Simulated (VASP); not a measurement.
Cu3N: single point with r2SCAN+D4

Crystal: Cu3N.

```
Cu N
1.0
     3.81400    0.00000    0.00000
     0.00000    3.81400    0.00000
     0.00000    0.00000    3.81400
Cu N
3 1
Direct
  0.50000 0.00000 0.00000
  0.00000 0.50000 0.00000
  0.00000 0.00000 0.50000
  0.00000 0.00000 0.00000
```

```json
{
  "Program": "VASP 6.6.1",
  "Task": "single point",
  "Functional": "r2SCAN",
  "Dispersion": "D4",
  "Potentials or basis": "VASP PAW PBE potentials, release 64 (Cu, N)",
  "Cutoff": "660 eV",
  "k mesh": "8 × 8 × 8",
  "Occupations": "gaussian, width 0.05 eV",
  "Spin": "no spin polarisation",
  "Dipole correction": "no",
  "Further INCAR settings": "ALGO = Normal; EDIFF = 1e-06; NBANDS = 27"
}
```

| Item | Value |
| --- | --- |
| Pressure | -3.3 GPa |
| Band gap on the k mesh | 0.32 eV (least direct gap 0.90 eV) |
| Dispersion energy per atom | -0.133 eV |

Levels at points of the mesh, in eV from the valence-band top:
```
           k point  band 16  band 17  band 18  band 19  band 20  band 21  band 22  band 23
(0.00, 0.00, 0.00)    -1.93    -1.93    -1.93    -1.86     1.15     5.65     5.65     7.00
(0.50, 0.00, 0.00)    -2.25    -1.93    -1.47    -1.47     1.80     3.55     7.26     7.55
(0.50, 0.50, 0.00)    -2.23    -1.11    -1.11    -0.72     0.32     3.94     5.15     5.15
(0.50, 0.50, 0.50)    -1.96     0.00     0.00     0.00     1.01     1.01     1.01     6.33
```

It took 6.5 min on 1 thread of Oxide Virtual Turin-like Processor (shared host), peak memory 0.18 GiB.

Caveat: the cell stands under tension; semilocal functionals underestimate gaps, and a narrow one can read as zero; the PAW data sets were made with another functional, which shifts forces and pressure a little. A k mesh can miss the band edges.
